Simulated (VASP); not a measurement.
La, 2 atoms in the cell. Symmetry: Fd-3m, No. 227, cubic system. Conventional cell: a = 6.931 Å, b = 6.931 Å, c = 6.931 Å, α = 90.00°, β = 90.00°, γ = 90.00°. Within 4.0 Å of La (site symmetry -43m) lie 4 La at 3.00 Å. This isn't the form of La at room conditions, which is double hcp.

* Program: VASP 6.6.1
* Task: single point
* Functional: RPBE
* Potentials or basis: VASP PAW PBE potentials, release 64 (La)
* Cutoff: 520 eV
* k mesh: 9 × 9 × 9
* Occupations: fermi-dirac, width 0.1 eV
* Spin: no spin polarisation
* Dipole correction: no
* Further INCAR settings: ALGO = Normal; EDIFF = 1e-07; NBANDS = 18

Potentials or basis: VASP PAW PBE potentials, release 64 (La).

Command:

```console
$ cat potpaw_PBE.64/La/POTCAR > POTCAR
$ mpirun -np 1 vasp_std > vasp.out
```

Hardware: 1 thread of Intel(R) Xeon(R) Platinum 8488C (Sapphire Rapids) (shared host).

Question: How long does it take, and how much memory?

Answer: Wall time 36 s on 1 thread of Intel(R) Xeon(R) Platinum 8488C (Sapphire Rapids), on a shared host, peak memory 0.23 GiB. Counts: scf iterations 13, k points 35.
